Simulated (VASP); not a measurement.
Set up this calculation in VASP 6.6.1, as the native input.

```yaml
Task: single point
Functional: PBE
Potentials_or_basis: VASP PAW PBE potentials, release 64 (Pb_d)
Cutoff: 520 eV
k_mesh: 9 × 9 × 1
Occupations: fermi-dirac, width 0.05 eV
Spin: no spin polarisation
Dipole_correction: no
Further_INCAR_settings: ALGO = Normal; EDIFF = 1e-06; NBANDS = 36
```

The structure of Pb lies in POSCAR:

```
Pb
1.0
    3.4928246563      0.0000000000      0.0000000000
   -1.7464123282      3.0248748833      0.0000000000
    0.0000000000      0.0000000000     23.5556381691
Pb
4
Direct
    0.6666666667      0.3333333333      0.3165647959
    0.3333333333      0.6666666667      0.4348235927
    0.0000000000      0.0000000000      0.5651764073
    0.6666666667      0.3333333333      0.6834352041
```

The input as run:

INCAR

```
SYSTEM = Pb
PREC     = Accurate       ! precision mode
ENCUT    = 520            ! plane-wave cutoff, eV
EDIFF    = 1E-6           ! SCF threshold, eV
ISMEAR   = -1             ! smearing method
SIGMA    = 0.05           ! smearing width, eV
LREAL    = .False.        ! projectors in reciprocal space
LASPH    = .True.         ! aspherical terms in the spheres
NELM     = 100            ! most SCF steps
ALGO     = Normal         ! electronic algorithm
ISIF     = 2              ! what is computed and relaxed
LWAVE    = .False.        ! write WAVECAR
LCHARG   = .False.        ! write CHGCAR
GGA      = PE             ! functional
NBANDS   = 36             ! bands
```

KPOINTS

```
regular mesh
0
Gamma
  9 9 1
  0 0 0
```

Potentials or basis: VASP PAW PBE potentials, release 64 (Pb_d).

Run with:

```console
$ cat potpaw_PBE.64/Pb_d/POTCAR > POTCAR
$ mpirun -np 1 vasp_std > vasp.out
```

Results of the run:

- Largest force: 0.004 eV/Å
- Band gap on the k mesh: zero (band 28 reaches 4.64 eV, above the bottom of band 29 at 0.17 eV)

Caveat: spin-orbit coupling is left out, which moves the levels of the heavy elements.

It took 3.2 min on 1 thread of AMD EPYC 7R43 64-Core Processor (Zen 3), with other jobs on the host, peak memory 0.33 GiB.
